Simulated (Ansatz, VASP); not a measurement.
ZrB in VASP and in Ansatz

Contents of INCAR:

```
PREC     = Accurate       # precision mode
ENCUT    = 520            # plane-wave cutoff, eV
EDIFF    = 1E-6           # SCF threshold, eV
ISMEAR   = 0              # smearing method
SIGMA    = 0.15           # smearing width, eV
LREAL    = False          # projectors in reciprocal space
LASPH    = True           # aspherical terms in the spheres
NELM     = 80             # most SCF steps
ALGO     = Normal         # electronic algorithm
ISIF     = 2              # what is computed and relaxed
LWAVE    = False          # write WAVECAR
LCHARG   = False          # write CHGCAR
NBANDS   = 14             # bands
```

The input KPOINTS:

```
regular mesh
0
Gamma
  18 18 18
```

Contents of POSCAR:

```
ZrB
1.0
    0.0000000000      2.2560481279      2.5470783364
    2.2560481279      0.0000000000      2.5470783364
    2.2560481279      2.2560481279      0.0000000000
Zr B
1 1
Direct
    0.0000000000      0.0000000000      0.0000000000
    0.5000000000      0.5000000000      0.5000000000
```

Input for Ansatz:

```yaml
crystal:
  lattice:
    - [0.0, 2.2560481279, 2.5470783364]
    - [2.2560481279, 0.0, 2.5470783364]
    - [2.2560481279, 2.2560481279, 0.0]
  atoms:
    - { symbol: Zr, position: [0.0, 0.0, 0.0] }
    - { symbol: B, position: [0.5, 0.5, 0.5] }
basis:
  ecutwfc: 520.0
kpoints:
  mp_grid: { grid: [18, 18, 18] }
hamiltonian:
  xc: lda
scf:
  occupations: { method: gaussian, width: 0.15 }
output:
  forces: true
  stress: true
  eigenvalues: true
  write_density: true
  write_potential: true
  elf: true
  volumetric_format: npy
```

Alike in both runs: task single point; functional LDA; k mesh 18 × 18 × 18; occupations gaussian, width 0.15 eV; no spin polarisation.

|  | VASP | Ansatz |
| --- | --- | --- |
| version | VASP 6.6.1 | Ansatz 0.2.0 |
| potentials or method | VASP PAW LDA potentials, release 64 (Zr_sv, B), cutoff 520 eV | scalar-relativistic, plane waves, PAW |
| valence electrons in the cell | 15 | 15 |

Ansatz gave:

| Property | Result |
| --- | --- |
| gap on the k mesh at the Fermi level (eV) | none |
| pressure (GPa) | 21.4 |
| traceless stress, the component that is largest in VASP (GPa) | -32.17 |

Which values does VASP return?

gap on the k mesh at the Fermi level (eV): none; pressure (GPa): 21.8; traceless stress, the component that is largest in VASP (GPa): -32.27.

LDA's correlation is that of Perdew and Zunger in VASP and of Perdew and Wang (1992) in Ansatz. A gap of «none» marks a metal or a gap that the smearing closes.
